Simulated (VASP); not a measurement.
# SnS (Pnma) in VASP: single point with PBE

Aim: the single point of SnS with PBE.

All numbers are computed with VASP 6.6.1; they aren't measurements. Logs are shortened: lines on timing, memory, paths and dates and some standing lists are left out, and cuts for length are marked.

### Step 1. The cell of the first run

The structure is orthorhombic, space group Pnma (No. 62). Conventional cell: a = 11.447 Å, b = 4.022 Å, c = 4.457 Å, α = 90.00°, β = 90.00°, γ = 90.00°. Sn (site symmetry m) has 6 S at 2.66 to 3.47 Å within 3.5 Å. S (site symmetry m) has 6 Sn at 2.66 to 3.47 Å within 3.5 Å.

### Step 2. Single point, PBE

The input, INCAR:

```
PREC = Accurate ; ENCUT = 500
EDIFF = 1E-6 ; ISMEAR = 0
SIGMA = 0.01 ; LREAL = Auto
LASPH = T ; NELM = 120
ALGO = Normal ; ISIF = 2
LWAVE = F ; LCHARG = F
GGA = PE ; NBANDS = 182
GGA_COMPAT = F ; LUSENCCL = F
```

The input, KPOINTS:

```
regular mesh
0
Gamma
  2 2 2
```

The input, POSCAR:

```
SnS
1.0
    0.0000000000      0.0000000000      8.9131335439
    0.0000000000      8.0445143375     -4.4565667719
  -11.4474436324      0.0000000000      0.0000000000
Sn S
16 16
Direct
    0.2472475796      0.1250000000      0.3784747570
    0.7472475796      0.1250000000      0.3784747570
    0.4972475796      0.6250000000      0.3784747570
    0.9972475796      0.6250000000      0.3784747570
    0.5027524204      0.3750000000      0.6215252430
    0.0027524204      0.3750000000      0.6215252430
    0.7527524204      0.8750000000      0.6215252430
    0.2527524204      0.8750000000      0.6215252430
    0.6222475796      0.3750000000      0.1215252430
    0.1222475796      0.3750000000      0.1215252430
    0.8722475796      0.8750000000      0.1215252430
    0.3722475796      0.8750000000      0.1215252430
    0.1277524204      0.1250000000      0.8784747570
    0.6277524204      0.1250000000      0.8784747570
    0.3777524204      0.6250000000      0.8784747570
    0.8777524204      0.6250000000      0.8784747570
    0.0738047488      0.1250000000      0.6501473122
    0.5738047488      0.1250000000      0.6501473122
    0.3238047488      0.6250000000      0.6501473122
    0.8238047488      0.6250000000      0.6501473122
    0.6761952512      0.3750000000      0.3498526878
    0.1761952512      0.3750000000      0.3498526878
    0.9261952512      0.8750000000      0.3498526878
    0.4261952512      0.8750000000      0.3498526878
    0.4488047488      0.3750000000      0.8498526878
    0.9488047488      0.3750000000      0.8498526878
    0.6988047488      0.8750000000      0.8498526878
    0.1988047488      0.8750000000      0.8498526878
    0.3011952512      0.1250000000      0.1501473122
    0.8011952512      0.1250000000      0.1501473122
    0.5511952512      0.6250000000      0.1501473122
    0.0511952512      0.6250000000      0.1501473122
```

Potentials or basis: VASP PAW PBE potentials, release 64 (Sn_d, S).

Command:

```bash
> cat potpaw_PBE.64/Sn_d/POTCAR potpaw_PBE.64/S/POTCAR > POTCAR
> mpirun -np 1 vasp_std > vasp.out
```

OUTCAR:

```text
PREC = Accurate
   ENCUT = 500
   EDIFF = 1E-6
   ISMEAR = 0
   LREAL = Auto
   LASPH = T
   NELM = 120
   ISIF = 2
   GGA = PE

 ion  position               nearest neighbor table
   1  0.247  0.125  0.378-  29 2.66  22 2.68  23 2.68   8 3.62   5 3.62
   2  0.747  0.125  0.378-  30 2.66  21 2.68  24 2.68   7 3.62   6 3.62
   3  0.497  0.625  0.378-  31 2.66  24 2.68  22 2.68   5 3.62   7 3.62
   4  0.997  0.625  0.378-  32 2.66  23 2.68  21 2.68   6 3.62   8 3.62
   5  0.503  0.375  0.622-  25 2.66  18 2.68  20 2.68   3 3.62   1 3.62
   6  0.003  0.375  0.622-  26 2.66  17 2.68  19 2.68   4 3.62   2 3.62
[... 8 lines left out ...]
  15  0.378  0.625  0.878-  19 2.66  25 2.68  27 2.68  12 3.62  10 3.62
  16  0.878  0.625  0.878-  20 2.66  26 2.68  28 2.68  11 3.62   9 3.62
  17  0.074  0.125  0.650-  13 2.66   6 2.68   7 2.68
  18  0.574  0.125  0.650-  14 2.66   5 2.68   8 2.68
  19  0.324  0.625  0.650-  15 2.66   8 2.68   6 2.68
  20  0.824  0.625  0.650-  16 2.66   7 2.68   5 2.68
  21  0.676  0.375  0.350-   9 2.66   2 2.68   4 2.68
  22  0.176  0.375  0.350-  10 2.66   1 2.68   3 2.68
[... 8 lines left out ...]
  31  0.551  0.625  0.150-   3 2.66   9 2.68  11 2.68
  32  0.051  0.625  0.150-   4 2.66  10 2.68  12 2.68

  LATTYP: Found a base centered orthorhombic cell.
 ALAT       =     8.9131335439
 B/A-ratio  =     1.8050922939
 C/A-ratio  =     1.2843343563

  Lattice vectors:

 A1 = (   0.0000000000,  -8.0445143375,   4.4565667719)
 A2 = (   0.0000000000,   8.0445143375,   4.4565667720)
 A3 = ( -11.4474436324,   0.0000000000,   0.0000000000)

Analysis of symmetry for initial positions (statically):
=====================================================================
 Subroutine PRICEL returns following result:

  LATTYP: Found a simple orthorhombic cell.
 ALAT       =     4.0222571688
 B/A-ratio  =     1.1079765875
 C/A-ratio  =     2.8460247946

  Lattice vectors:

 A1 = (   0.0000000000,   4.0222571688,   0.0000000000)
 A2 = (   0.0000000000,   0.0000000000,  -4.4565667720)
 A3 = ( -11.4474436324,   0.0000000000,   0.0000000000)

   4 primitive cells build up your supercell.

 Routine SETGRP: Setting up the symmetry group for a
 base centered orthorhombic supercell.

 Subroutine GETGRP returns: Found  8 space group operations
 (whereof  2 operations were pure point group operations)
 out of a pool of  8 trial point group operations.

The static configuration has the point symmetry S_2 .
 The point group associated with its full space group is D_2h.

Analysis of symmetry for dynamics (positions and initial velocities):
=====================================================================
 Subroutine PRICEL returns following result:

  LATTYP: Found a simple orthorhombic cell.
 ALAT       =     4.0222571688
 B/A-ratio  =     1.1079765875
 C/A-ratio  =     2.8460247946

  Lattice vectors:

 A1 = (   0.0000000000,   4.0222571688,   0.0000000000)
 A2 = (   0.0000000000,   0.0000000000,  -4.4565667720)
 A3 = ( -11.4474436324,   0.0000000000,   0.0000000000)

   4 primitive cells build up your supercell.

 Routine SETGRP: Setting up the symmetry group for a
 base centered orthorhombic supercell.

 Subroutine GETGRP returns: Found  8 space group operations
 (whereof  2 operations were pure point group operations)
 out of a pool of  8 trial point group operations.

The dynamic configuration has the point symmetry S_2 .
 The point group associated with its full space group is D_2h.

 Subroutine INISYM returns: Found  8 space group operations
 (whereof  2 operations are pure point group operations),
 and found     4 'primitive' translations

----------------------------------------------------------------------------------------

                                     Primitive cell

  volume of cell :     205.2007

  direct lattice vectors                    reciprocal lattice vectors
     0.000000000  4.022257169  0.000000000     0.000000000  0.248616624  0.000000000
     0.000000000  0.000000000 -4.456566772     0.000000000  0.000000000 -0.224387976
   -11.447443632  0.000000000  0.000000000    -0.087355748  0.000000000  0.000000000

  length of vectors
     4.022257169  4.456566772 11.447443632     0.248616624  0.224387976  0.087355748

  position of ions in fractional coordinates (direct lattice)
     0.250000000  0.630504841  0.378474757
     0.750000000  0.369495159  0.621525243
     0.750000000  0.130504841  0.121525243
     0.250000000  0.869495159  0.878474757
     0.250000000  0.977390502  0.650147312
     0.750000000  0.022609498  0.349852688
     0.750000000  0.477390502  0.849852688
     0.250000000  0.522609498  0.150147312

  ion indices of the primitive-cell ions
   primitive index   ion index
                 1           1
                 2           8
                 3          10
                 4          13
                 5          17
                 6          22
                 7          28
                 8          29

----------------------------------------------------------------------------------------

 KPOINTS: regular mesh

Automatic generation of k-mesh.
 Grid dimensions read from file:
 generate k-points for:    2    2    2

 Generating k-lattice:

  Cartesian coordinates                     Fractional coordinates (reciprocal lattice)
     0.000000000  0.031077078  0.056096994     0.500000000  0.000000000  0.000000000
     0.000000000  0.062154156 -0.000000000     0.000000000  0.500000000  0.000000000
    -0.043677874  0.000000000  0.000000000     0.000000000  0.000000000  0.500000000

  Length of vectors
     0.064130005  0.062154156  0.043677874

  Shift w.r.t. Gamma in fractional coordinates (k-lattice)
     0.000000000  0.000000000  0.000000000

 Subroutine IBZKPT returns following result:
 ===========================================

 Found      6 irreducible k-points:

 Following reciprocal coordinates:
            Coordinates               Weight
  0.000000  0.000000  0.000000      1.000000
  0.500000  0.000000  0.000000      2.000000
  0.000000  0.500000  0.000000      1.000000
  0.000000  0.000000  0.500000      1.000000
  0.500000  0.000000  0.500000      2.000000
  0.000000  0.500000  0.500000      1.000000
   k-points           NKPTS =      6   k-points in BZ     NKDIM =      6   number of bands    NBANDS=    182
   number of dos      NEDOS =    301   number of ions     NIONS =     32
   total plane-waves  NPLWV = 411600
   dimension x,y,z NGX =    70 NGY =   70 NGZ =   84
   dimension x,y,z NGXF=   140 NGYF=  140 NGZF=  168
   ions per type =              16  16
   NGX,Y,Z   is equivalent  to a cutoff of  13.06, 12.65, 12.20 a.u.
   NGXF,Y,Z  is equivalent  to a cutoff of  26.11, 25.31, 24.40 a.u.
 SYSTEM =  unknown system
   PREC   = accura    normal or accurate (medium, high low for compatibility)
   ISTART =      0    job   : 0-new  1-cont  2-samecut
   ICHARG =      2    charge: 1-file 2-atom 10-const
   ISPIN  =      1    spin polarized calculation?
   LNONCOLLINEAR =      F non collinear calculations
   LSORBIT =      F    spin-orbit coupling
   LASPH  =      T    aspherical Exc in radial PAW
   ENCUT  =  500.0 eV  36.75 Ry    6.06 a.u.  16.25 16.77 20.87*2*pi/ulx,y,z
   NELM   =    120;   NELMIN=  2; NELMDL= -5     # of ELM steps
   EDIFF  = 0.1E-05   stopping-criterion for ELM
   LREAL  =      T    real-space projection
   EDIFFG = 0.1E-04   stopping-criterion for IOM
   NSW    =      0    number of steps for IOM
   IBRION =     -1    ionic relax: 0-MD 1-quasi-New 2-CG
   NFREE  =      0    steps in history (QN), initial steepest desc. (CG)
   ISIF   =      2    stress and relaxation
   ISYM   =      2    0-nonsym 1-usesym 2-fastsym
   POTIM  = 0.5000    time-step for ionic-motion
   TEBEG  =    0.0;   TEEND  =   0.0 temperature during run
   PSTRESS=    0.0 pullay stress
   NELECT =     320.0000    total number of electrons
   NUPDOWN=      -1.0000    fix difference up-down
   EMIN   =  10.00;   EMAX   =-10.00  energy-range for DOS
   EFERMI =   0.00;   METHOD = LEGACY
   ISMEAR =     0;   SIGMA  =   0.01  broadening in eV -4-tet -1-fermi 0-gaus
   EFERMI_NEDOS =   21; number of points for ismear=-14 and -15
   IALGO  =     38    algorithm
   IMIX   =      4    mixing-type and parameters
     AMIX     =   0.40;   BMIX     =  1.00
     AMIX_MAG =   1.60;   BMIX_MAG =  1.00
  volume/ion in A,a.u.               =      25.65       173.10
  Fermi-wavevector in a.u.,A,eV,Ry     =   1.195947  2.260012 19.460264  1.430289
  Thomas-Fermi vector in A             =   2.331900
   LORBIT       =      0    0 simple, 1 ext, 2 COOP (PROOUT), +10 PAW based schemes
   GGA     = PE    functional components
   LHFCALC =     F    Hartree Fock is set to
   AEXX    =    0.0000 exact exchange contribution
   IVDW    =     0    specifies the selected vdW correction
   LEPSILON=     F    determine dielectric tensor
   LRPA    =     F    only Hartree local field effects (RPA)
 non-spin polarized calculation
 Gauss-broadening in eV      SIGMA  =   0.01
  energy-cutoff  :      500.00
  volume of cell :      820.80
 maximum number of plane-waves:     20869
 NGX is ok and might be reduce to    70
   NGX = 33   NGY = 33   NGZ = 41

 number of electron     319.9999993 magnetization

 Free energy of the ion-electron system (eV)
  ---------------------------------------------------
  ext. energy  EPLUGINS =         0.00000000
  ---------------------------------------------------
  free energy    TOTEN  =      -141.81353147 eV

  energy without entropy =     -141.81353147  energy(sigma->0) =     -141.81353147

 E-fermi :   5.4323     XC(G=0):  -9.5572

 val. band max:        5.3794475549   @ k =   0.0000   0.5000   0.5000
 cond. band min:       6.5875955564   @ k =   0.0000   0.0000   0.0000
 fundamental gap:      1.2081480015
 Fermi energy:         5.4323003975

 k-point     1 :       0.0000    0.0000    0.0000
  band No.  band energies     occupation
      1     -15.7156      2.00000
      2     -15.7070      2.00000
      3     -15.7070      2.00000
      4     -15.7070      2.00000
      5     -15.7070      2.00000
      6     -15.7057      2.00000
[... 1039 lines left out ...]
    171       8.2297      0.00000
    172       8.2297      0.00000
 [bands above 172 left out]

------------------------ aborting loop because EDIFF is reached ----------------------------------------

  FORCE on cell =-STRESS in cart. coord.  units (eV):
  Direction    XX          YY          ZZ          XY          YZ          ZX
  --------------------------------------------------------------------------------------
  -------------------------------------------------------------------------------------
  Total        0.4427579      0.2504538     -0.3565705      0.0000000      0.0000000      0.0000000
  in kB        0.8642475      0.4888769     -0.6960129      0.0000000      0.0000000      0.0000000
  external PRESSURE =       0.2190372 kB  Pullay stress =       0.0000000 kB

 VOLUME and BASIS-vectors are now :
 -----------------------------------------------------------------------------
  energy-cutoff  :      500.00
  volume of cell :      820.80
      direct lattice vectors                 reciprocal lattice vectors
     0.000000000  0.000000000  8.913133544     0.000000000  0.062154156  0.112193988
     0.000000000  8.044514338 -4.456566772     0.000000000  0.124308312 -0.000000000
   -11.447443632  0.000000000  0.000000000    -0.087355748  0.000000000  0.000000000

 POSITION                                       TOTAL-FORCE (eV/Angst)
 -----------------------------------------------------------------------------------
     -4.33257      1.00556      1.64668         0.045619      0.000000     -0.002127
     -4.33257      1.00556      6.10325         0.045619      0.000000     -0.002127
     -4.33257      5.02782      1.64668         0.045619     -0.000000     -0.002127
     -4.33257      5.02782      6.10325         0.045619      0.000000     -0.002127
     -7.11488      3.01669      2.80989        -0.045619     -0.000000      0.002127
     -7.11488      3.01669     -1.64668        -0.045619     -0.000000      0.002127
[... 24 lines left out ...]
     -1.71880      5.02782      2.12752        -0.017114     -0.000000     -0.002152
     -1.71880      5.02782     -2.32904        -0.017114     -0.000000     -0.002152
 -----------------------------------------------------------------------------------
    total drift:                               -0.000000     -0.000000      0.000000

  FREE ENERGIE OF THE ION-ELECTRON SYSTEM (eV)
  ---------------------------------------------------
  free  energy   TOTEN  =      -141.8135314689 eV

  energy  without entropy=     -141.8135314689  energy(sigma->0) =     -141.81353147
```

Run time: 2.9 min. Hardware: 1 × NVIDIA H100 80GB with 1 thread of AMD EPYC 7R13 (Zen 3), shared host; peak memory 1.9 GiB.

Results:

| Property | Result |
| --- | --- |
| Free energy | -141.8135 eV |
| Pressure | 0.0 GPa |
| Largest force | 0.046 eV/Å |
| Band gap on the k mesh | 1.21 eV |

Forces on the atoms (eV/Å):
```
Sn   0.046  0.000 -0.002
Sn   0.046  0.000 -0.002
Sn   0.046  0.000 -0.002
Sn   0.046  0.000 -0.002
Sn  -0.046  0.000  0.002
Sn  -0.046  0.000  0.002
Sn  -0.046  0.000  0.002
Sn  -0.046  0.000  0.002
Sn  -0.046  0.000 -0.002
Sn  -0.046  0.000 -0.002
Sn  -0.046  0.000 -0.002
Sn  -0.046  0.000 -0.002
Sn   0.046  0.000  0.002
Sn   0.046  0.000  0.002
Sn   0.046  0.000  0.002
Sn   0.046  0.000  0.002
S   -0.017  0.000  0.002
S   -0.017  0.000  0.002
S   -0.017  0.000  0.002
S   -0.017  0.000  0.002
S    0.017  0.000 -0.002
S    0.017  0.000 -0.002
S    0.017  0.000 -0.002
S    0.017  0.000 -0.002
S    0.017  0.000  0.002
S    0.017  0.000  0.002
S    0.017  0.000  0.002
S    0.017  0.000  0.002
S   -0.017  0.000 -0.002
S   -0.017  0.000 -0.002
S   -0.017  0.000 -0.002
S   -0.017  0.000 -0.002
```

Caveat: spin-orbit coupling is left out, which moves the levels of the heavy elements. A k mesh can miss the band edges.
